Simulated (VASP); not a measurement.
Here is a VASP 6.6.1 calculation.

The input INCAR:

```
PREC = Accurate
ENCUT = 520
EDIFF = 1E-6
ISMEAR = -1
SIGMA = 0.1
LREAL = False
LASPH = True
NELM = 80
ALGO = Normal
ISIF = 2
LWAVE = False
LCHARG = True
GGA = B5
ALDAX = 1.0
AGGAX = 1.0
AGGAC = 1.0
ALDAC = 0.0
LELF = True
LVHAR = True
NBANDS = 10
```

The input KPOINTS:

```
regular mesh
0
Gamma
  13 13 7
```

The input POSCAR:

```
Li
1.0
    2.9231388353      0.0000000000      0.0000000000
   -1.4615694176      2.5315124901      0.0000000000
    0.0000000000      0.0000000000      4.7679008427
Li
2
Direct
    0.3333333333      0.6666666667      0.2500000000
    0.6666666667      0.3333333333      0.7500000000
```

Potentials or basis: VASP PAW PBE potentials, release 64 (Li_sv).

The run is started by

```sh
$ cat potpaw_PBE.64/Li_sv/POTCAR > POTCAR
$ mpirun -np 1 vasp_std > vasp.out
```

(1) Predict the band gap on the k mesh.

Results:

(1) zero (bands 3 and 4 overlap by 3.93 eV).
